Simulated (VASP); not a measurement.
# Nb (P6/mmm) in VASP: notebook

Runs on Nb. Level: PBE. Tasks: single point.

Everything below comes from runs of VASP 6.6.1. Logs are shortened: lines on timing, memory, paths and dates and some standing lists are left out, and cuts for length are marked.

### 1 The cell of the first run

It takes space group P6/mmm (No. 191, hexagonal). The conventional cell has a = 2.715 Å, b = 2.715 Å, c = 2.578 Å, α = 90.00°, β = 90.00°, γ = 120.00°. Within 3.4 Å of Nb (site symmetry 6/mmm) lie 8 Nb at 2.58 to 2.72 Å.

This isn't the form of Nb at room conditions, which is bcc.

### 2 Single point, PBE (16.46 Å³/atom)

Input file POSCAR:

```
Nb
1.0
    2.7152171575      0.0000000000      0.0000000000
   -1.3576085788      2.3514470352      0.0000000000
    0.0000000000      0.0000000000      2.5776734130
Nb
1
Direct
    0.0000000000      0.0000000000      0.0000000000
```

Input file INCAR.step1:

```
PREC = Accurate ; ENCUT = 520
EDIFF = 1E-7 ; ISMEAR = -1
SIGMA = 0.05 ; LREAL = F
LASPH = T ; NELM = 100
ALGO = Normal ; ISIF = 2
LWAVE = F ; LCHARG = T
LMAXMIX = 4 ; GGA = PE
NBANDS = 12
```

Input file KPOINTS.step1:

```
Automatic mesh
0
Gamma
  15 15 14
```

Input file INCAR.step2:

```
PREC = Accurate ; ENCUT = 520
EDIFF = 1E-7 ; ISMEAR = -5
SIGMA = 0.05 ; LREAL = F
LASPH = T ; NELM = 100
ALGO = Normal ; ISIF = 2
LWAVE = F ; LCHARG = F
LMAXMIX = 4 ; GGA = PE
LORBIT = 10 ; NEDOS = 2001
ICHARG = 11
```

Input file KPOINTS.step2:

```
Automatic mesh
0
Gamma
  23 23 21
```

Potentials or basis: VASP PAW PBE potentials, release 64 (Nb_sv).

Run with:

```console
> cat potpaw_PBE.64/Nb_sv/POTCAR > POTCAR
> cp INCAR.step1 INCAR
> cp KPOINTS.step1 KPOINTS
> mpirun -np 1 vasp_std > vasp.out
> cp INCAR.step2 INCAR
> cp KPOINTS.step2 KPOINTS
> mpirun -np 1 vasp_std > vasp.out
```

OUTCAR:

```text
PREC = Accurate
   ENCUT = 520
   EDIFF = 1E-7
   ISMEAR = -5
   LREAL = F
   LASPH = T
   NELM = 100
   ISIF = 2
   GGA = PE
   LORBIT = 10
   ICHARG = 11

 ion  position               nearest neighbor table
   1  0.000  0.000  0.000-

  LATTYP: Found a hexagonal cell.
 ALAT       =     2.7152171575
 C/A-ratio  =     0.9493433724

  Lattice vectors:

 A1 = (   2.7152171575,   0.0000000000,   0.0000000000)
 A2 = (  -1.3576085788,   2.3514470352,   0.0000000000)
 A3 = (   0.0000000000,   0.0000000000,   2.5776734130)

Analysis of symmetry for initial positions (statically):
=====================================================================
 Subroutine PRICEL returns:
 Original cell was already a primitive cell.

 Routine SETGRP: Setting up the symmetry group for a
 hexagonal supercell.

 Subroutine GETGRP returns: Found 24 space group operations
 (whereof 24 operations were pure point group operations)
 out of a pool of 24 trial point group operations.

The static configuration has the point symmetry D_6h.

Analysis of symmetry for dynamics (positions and initial velocities):
=====================================================================
 Subroutine PRICEL returns:
 Original cell was already a primitive cell.

 Routine SETGRP: Setting up the symmetry group for a
 hexagonal supercell.

 Subroutine GETGRP returns: Found 24 space group operations
 (whereof 24 operations were pure point group operations)
 out of a pool of 24 trial point group operations.

The dynamic configuration has the point symmetry D_6h.

 Subroutine INISYM returns: Found 24 space group operations
 (whereof 24 operations are pure point group operations),
 and found     1 'primitive' translations

----------------------------------------------------------------------------------------

                                     Primitive cell

  volume of cell :      16.4576

  direct lattice vectors                    reciprocal lattice vectors
     2.715217158  0.000000000  0.000000000     0.368294667  0.212635025  0.000000000
    -1.357608579  2.351447035  0.000000000     0.000000000  0.425270051  0.000000000
     0.000000000  0.000000000  2.577673413     0.000000000  0.000000000  0.387946741

  length of vectors
     2.715217158  2.715217158  2.577673413     0.425270051  0.425270051  0.387946741

  position of ions in fractional coordinates (direct lattice)
     0.000000000  0.000000000  0.000000000

  ion indices of the primitive-cell ions
   primitive index   ion index
                 1           1

----------------------------------------------------------------------------------------

 KPOINTS: Automatic mesh

Automatic generation of k-mesh.
 Grid dimensions read from file:
 generate k-points for:   23   23   21

 Generating k-lattice:

  Cartesian coordinates                     Fractional coordinates (reciprocal lattice)
     0.016012812  0.009245001  0.000000000     0.043478261  0.000000000  0.000000000
     0.000000000  0.018490002  0.000000000     0.000000000  0.043478261  0.000000000
     0.000000000  0.000000000  0.018473654     0.000000000  0.000000000  0.047619048

  Length of vectors
     0.018490002  0.018490002  0.018473654

  Shift w.r.t. Gamma in fractional coordinates (k-lattice)
     0.000000000  0.000000000  0.000000000

 TETIRR: Found  11086 inequivalent tetrahedra from    66654

 Subroutine IBZKPT returns following result:
 ===========================================

 Found    616 irreducible k-points:

 Following reciprocal coordinates:
            Coordinates               Weight
  0.000000  0.000000  0.000000      1.000000
  0.043478 -0.000000  0.000000      6.000000
  0.086957  0.000000  0.000000      6.000000
  0.130435 -0.000000  0.000000      6.000000
  0.173913 -0.000000  0.000000      6.000000
  0.217391 -0.000000  0.000000      6.000000
[... 16 lines left out ...]
  0.478261  0.043478  0.000000      6.000000
  0.086957  0.086957  0.000000      6.000000
 [... further k-points ...]
   k-points           NKPTS =    616   k-points in BZ     NKDIM =    616   number of bands    NBANDS=     10
   number of dos      NEDOS =   2001   number of ions     NIONS =      1
   total plane-waves  NPLWV =   8000
   dimension x,y,z NGX =    20 NGY =   20 NGZ =   20
   dimension x,y,z NGXF=    40 NGYF=   40 NGZF=   40
   ions per type =               1
   NGX,Y,Z   is equivalent  to a cutoff of  12.25, 12.25, 12.90 a.u.
   NGXF,Y,Z  is equivalent  to a cutoff of  24.49, 24.49, 25.80 a.u.
 SYSTEM =  unknown system
   PREC   = accura    normal or accurate (medium, high low for compatibility)
   ISTART =      0    job   : 0-new  1-cont  2-samecut
   ICHARG =     11    charge: 1-file 2-atom 10-const
   ISPIN  =      1    spin polarized calculation?
   LNONCOLLINEAR =      F non collinear calculations
   LSORBIT =      F    spin-orbit coupling
   LASPH  =      T    aspherical Exc in radial PAW
   ENCUT  =  520.0 eV  38.22 Ry    6.18 a.u.   5.05  5.05  4.79*2*pi/ulx,y,z
   NELM   =    100;   NELMIN=  2; NELMDL=  0     # of ELM steps
   EDIFF  = 0.1E-06   stopping-criterion for ELM
   LREAL  =      F    real-space projection
   EDIFFG = 0.1E-05   stopping-criterion for IOM
   NSW    =      0    number of steps for IOM
   IBRION =     -1    ionic relax: 0-MD 1-quasi-New 2-CG
   NFREE  =      0    steps in history (QN), initial steepest desc. (CG)
   ISIF   =      2    stress and relaxation
   ISYM   =      2    0-nonsym 1-usesym 2-fastsym
   POTIM  = 0.5000    time-step for ionic-motion
   TEBEG  =    0.0;   TEEND  =   0.0 temperature during run
   PSTRESS=    0.0 pullay stress
   NELECT =      13.0000    total number of electrons
   NUPDOWN=      -1.0000    fix difference up-down
   EMIN   =  10.00;   EMAX   =-10.00  energy-range for DOS
   EFERMI =   0.00;   METHOD = LEGACY
   ISMEAR =    -5;   SIGMA  =   0.05  broadening in eV -4-tet -1-fermi 0-gaus
   EFERMI_NEDOS =   21; number of points for ismear=-14 and -15
   IALGO  =     38    algorithm
   IMIX   =      4    mixing-type and parameters
     AMIX     =   0.40;   BMIX     =  1.00
     AMIX_MAG =   1.60;   BMIX_MAG =  1.00
  volume/ion in A,a.u.               =      16.46       111.06
  Fermi-wavevector in a.u.,A,eV,Ry     =   1.513329  2.859777 31.159588  2.290165
  Thomas-Fermi vector in A             =   2.623135
   LORBIT       =     10    0 simple, 1 ext, 2 COOP (PROOUT), +10 PAW based schemes
   GGA     = PE    functional components
   LHFCALC =     F    Hartree Fock is set to
   AEXX    =    0.0000 exact exchange contribution
   IVDW    =     0    specifies the selected vdW correction
   LEPSILON=     F    determine dielectric tensor
   LRPA    =     F    only Hartree local field effects (RPA)
 non-spin polarized calculation
 Fermi weights with tetrahedron method with Bloechl corrections
  energy-cutoff  :      520.00
  volume of cell :       16.46
 maximum number of plane-waves:       456

 number of electron      13.0000000 magnetization

 Free energy of the ion-electron system (eV)
  ---------------------------------------------------
  ext. energy  EPLUGINS =         0.00000000
  ---------------------------------------------------
  free energy    TOTEN  =        -9.34064524 eV

  energy without entropy =       -9.34064524  energy(sigma->0) =       -9.34064524

 E-fermi :  12.8884     XC(G=0): -12.9115

 val. band max:       12.9366578280   @ k =   0.0435  -0.0000   0.3810
 cond. band min:      12.8602310077   @ k =   0.3043   0.2174   0.3333
 fundamental gap:     -0.0764268203
 Fermi energy:        12.8883829714

 k-point     1 :       0.0000    0.0000    0.0000
  band No.  band energies     occupation
      1     -41.9574      2.00000
      2     -16.8895      2.00000
      3     -16.8244      2.00000
      4     -16.8244      2.00000
      5       6.5520      2.00000
      6       9.1309      2.00000
      7      12.9421      0.18002
      8      12.9421      0.00000
      9      18.9510      0.00000
     10      18.9510      0.00000

 k-point     2 :       0.0435   -0.0000    0.0000
  band No.  band energies     occupation
      1     -41.9506      2.00000
      2     -16.8848      2.00000
      3     -16.8681      2.00000
      4     -16.8338      2.00000
      5       6.6354      2.00000
      6       9.1720      2.00000
      7      12.8414      1.98580
      8      13.0219      0.00000
      9      18.8272      0.00000
     10      18.9329      0.00000

 k-point     3 :       0.0870    0.0000    0.0000
  band No.  band energies     occupation
      1     -41.9304      2.00000
      2     -16.9947      2.00000
      3     -16.8713      2.00000
      4     -16.8612      2.00000
      5       6.8752      2.00000
      6       9.2933      2.00000
      7      12.5714      2.00000
      8      13.2591      0.00000
      9      18.4874      0.00000
     10      18.8803      0.00000

 k-point     4 :       0.1304   -0.0000    0.0000
  band No.  band energies     occupation
      1     -41.8984      2.00000
      2     -17.1918      2.00000
      3     -16.9043      2.00000
      4     -16.8497      2.00000
      5       7.2408      2.00000
      6       9.4842      2.00000
      7      12.2175      2.00000
      8      13.6483      0.00000
      9      18.0039      0.00000
     10      18.7982      0.00000
[... 222 lines left out ...]
 k-point    22 :       0.4348    0.0435    0.0000
  band No.  band energies     occupation
      1     -41.5779      2.00000
      2     -18.9001      2.00000
      3     -17.3282      2.00000
      4     -16.6377      2.00000
      5       8.3914      2.00000
      6      10.6014      2.00000
      7      14.5082      0.00000
      8      14.9025      0.00000
      9      18.0125      0.00000
     10      19.3024      0.00000

 k-point    23 :       0.4783    0.0435    0.0000
  band No.  band energies     occupation
      1     -41.5706      2.00000
      2     -18.9354      2.00000
      3     -17.3372      2.00000
      4     -16.6329      2.00000
      5       8.3547      2.00000
      6      10.6597      2.00000
      7      14.6446      0.00000
      8      14.8496      0.00000
      9      17.9965      0.00000
     10      19.5268      0.00000

 k-point    24 :       0.0870    0.0870    0.0000
  band No.  band energies     occupation
      1     -41.8799      2.00000
      2     -17.2925      2.00000
      3     -16.9393      2.00000
      4     -16.8374      2.00000
      5       7.4514      2.00000
      6       9.6070      2.00000
      7      11.9803      2.00000
      8      13.9277      0.00000
      9      17.7726      0.00000
     10      18.7255      0.00000

 [... further k-points ...]

------------------------ aborting loop because EDIFF is reached ----------------------------------------

  FORCE on cell =-STRESS in cart. coord.  units (eV):
  Direction    XX          YY          ZZ          XY          YZ          ZX
  --------------------------------------------------------------------------------------
  -------------------------------------------------------------------------------------
  Total        3.4411564      3.4411564      2.8620181     -0.0000000      0.0000000      0.0000000
  in kB      335.0019522    335.0019522    278.6219295     -0.0000000      0.0000000      0.0000000
  external PRESSURE =     316.2086113 kB  Pullay stress =       0.0000000 kB

 VOLUME and BASIS-vectors are now :
 -----------------------------------------------------------------------------
  energy-cutoff  :      520.00
  volume of cell :       16.46
      direct lattice vectors                 reciprocal lattice vectors
     2.715217158  0.000000000  0.000000000     0.368294667  0.212635025  0.000000000
    -1.357608579  2.351447035  0.000000000     0.000000000  0.425270051  0.000000000
     0.000000000  0.000000000  2.577673413     0.000000000  0.000000000  0.387946741

 POSITION                                       TOTAL-FORCE (eV/Angst)
 -----------------------------------------------------------------------------------
      0.00000      0.00000      0.00000         0.000000      0.000000      0.000000
 -----------------------------------------------------------------------------------
    total drift:                                0.000000     -0.000000      0.000000

  FREE ENERGIE OF THE ION-ELECTRON SYSTEM (eV)
  ---------------------------------------------------
  free  energy   TOTEN  =        -9.3406452356 eV

  energy  without entropy=       -9.3406452356  energy(sigma->0) =       -9.34064524

 total charge

# of ion       s       p       d       tot
------------------------------------------
    1        2.248   6.001   2.753  11.002
```

It took 2 min on 1 thread of Intel Xeon 8259CL, shared host; peak memory 0.23 GiB.

Results:

```
Valence electrons inside the program's atomic spheres : Nb 11.00
```

Caveat: tetrahedron occupations give inexact forces and stress in metals.

### 3 Single point, PBE

This run uses another cell than the first one, of 19.36 Å³/atom.

Input file POSCAR:

```
Nb
1.0
    2.8642614116      0.0000000000      0.0000000000
   -1.4321307058      2.4805231455      0.0000000000
    0.0000000000      0.0000000000      2.7251649896
Nb
1
Direct
    0.0000000000      0.0000000000      0.0000000000
```

Input file INCAR.step1:

```
  PREC = Accurate
  ENCUT = 520
  EDIFF = 1E-7
  ISMEAR = -1
  SIGMA = 0.05
  LREAL = F
  LASPH = T
  NELM = 60
  ALGO = Normal
  ISIF = 2
  LWAVE = F
  LCHARG = T
  LMAXMIX = 4
  GGA = PE
  NBANDS = 12
```

KPOINTS.step1 is that of step 2.

Input file INCAR.step2:

```
  PREC = Accurate
  ENCUT = 520
  EDIFF = 1E-7
  ISMEAR = -5
  SIGMA = 0.05
  LREAL = F
  LASPH = T
  NELM = 60
  ALGO = Normal
  ISIF = 2
  LWAVE = F
  LCHARG = F
  LMAXMIX = 4
  GGA = PE
  LORBIT = 10
  NBANDS = 12
  NEDOS = 2001
  ICHARG = 11
```

KPOINTS.step2 is that of step 2.

Potentials or basis: VASP PAW PBE potentials, release 64 (Nb_sv).

Run with:

```console
> cat potpaw_PBE.64/Nb_sv/POTCAR > POTCAR
> cp INCAR.step1 INCAR
> cp KPOINTS.step1 KPOINTS
> mpirun -np 1 vasp_std > vasp.out
> cp INCAR.step2 INCAR
> cp KPOINTS.step2 KPOINTS
> mpirun -np 1 vasp_std > vasp.out
```

Wall time 2.4 min (1 thread of Intel Xeon 8259CL, shared host); peak memory 0.27 GiB.

The run converged. Its results:

```yaml
Valence_electrons_inside_the_program's_atomic_spheres: Nb 10.74
```

Levels at points of the mesh, in eV from the Fermi level:
| k point | band 4 | band 5 | band 6 | band 7 | band 8 | band 9 | band 10 | band 11 |
| --- | --- | --- | --- | --- | --- | --- | --- | --- |
| (0.00, 0.00, 0.00) | -30.18 | -6.02 | -3.05 | 0.18 | 0.18 | 4.94 | 4.94 | 12.12 |

Caveat: tetrahedron occupations give inexact forces and stress in metals.

### 4 Single point, PBE (19.36 Å³/atom)

This run uses another cell than the first one, of 19.36 Å³/atom.

POSCAR is that of step 3.

Input file INCAR.step1:

```
SYSTEM = Nb
PREC = Accurate ; ENCUT = 520
EDIFF = 1E-7 ; ISMEAR = -1
SIGMA = 0.05 ; LREAL = .False.
LASPH = .True. ; NELM = 100
ALGO = Normal ; ISIF = 2
LWAVE = .False. ; LCHARG = .True.
LMAXMIX = 4 ; GGA = PE
NBANDS = 12
```

Input file KPOINTS.step1:

```
regular mesh
0
Gamma
  15 15 14
  0 0 0
```

Input file INCAR.step2:

```
SYSTEM = Nb
PREC = Accurate ; ENCUT = 520
EDIFF = 1E-7 ; ISMEAR = -5
SIGMA = 0.05 ; LREAL = .False.
LASPH = .True. ; NELM = 100
ALGO = Normal ; ISIF = 2
LWAVE = .False. ; LCHARG = .False.
LMAXMIX = 4 ; GGA = PE
LORBIT = 11 ; NBANDS = 12
NEDOS = 2001 ; ICHARG = 11
```

Input file KPOINTS.step2:

```
regular mesh
0
Gamma
  23 23 21
  0 0 0
```

Run with:

```console
> cat potpaw_PBE.64/Nb_sv/POTCAR > POTCAR
> cp INCAR.step1 INCAR
> cp KPOINTS.step1 KPOINTS
> mpirun -np 1 vasp_std > vasp.out
> cp INCAR.step2 INCAR
> cp KPOINTS.step2 KPOINTS
> mpirun -np 1 vasp_std > vasp.out
```

Run time: 2.3 min. Hardware: 1 thread of Intel Xeon 8259CL, shared host; peak memory 0.27 GiB.

The run converged. Its results:

```yaml
Valence_electrons_inside_the_program's_atomic_spheres: Nb 10.74
```

Levels at points of the mesh, in eV from the Fermi level:
```
           k point  band 4  band 5  band 6  band 7  band 8  band 9  band 10  band 11
(0.00, 0.00, 0.00)  -30.18   -6.02   -3.05    0.18    0.18    4.94     4.94    12.12
```

Caveat: tetrahedron occupations give inexact forces and stress in metals.
